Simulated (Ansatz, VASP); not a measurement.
InSe: VASP beside Ansatz

```
In Se
1.0
     6.65467    0.00000    0.00000
    -3.32734    5.76312    0.00000
     0.00000    0.00000    4.25172
In Se
3 3
Direct
  0.50000 0.00000 0.00000
  0.50000 0.50000 0.00000
  0.00000 0.50000 0.00000
  0.00000 0.00000 0.00000
  0.33333 0.66667 0.50000
  0.66667 0.33333 0.50000
```

Alike in both runs: functional r2SCAN; k mesh 3 × 3 × 4; occupations gaussian, width 0.1 eV; no spin polarisation.

Ansatz relaxed the structure, and its values are those at the end. VASP's run is a single point on that final structure, the one shown.

|  | VASP | Ansatz |
| --- | --- | --- |
| version | VASP 6.6.1 | Ansatz 0.2.0 |
| potentials or method | VASP PAW PBE potentials, release 64 (In_d, Se), cutoff 520 eV | scalar-relativistic, plane waves, PAW |
| valence electrons in the cell | 57 | 87 |

```tsv
	VASP	Ansatz	Ansatz less VASP
gap on the k mesh at the Fermi level (eV)	none	none	-
pressure (GPa)	0.2	0.1	-0.06
```

VASP's potentials were made for PBE, not for r2SCAN. A gap of «none» marks a metal or a gap that the smearing closes. VASP's potentials hold 57 valence electrons a cell and Ansatz's 87, so a difference there can come from the potentials and not from the codes.

The k mesh is coarse, so the values compare programs but aren't converged.
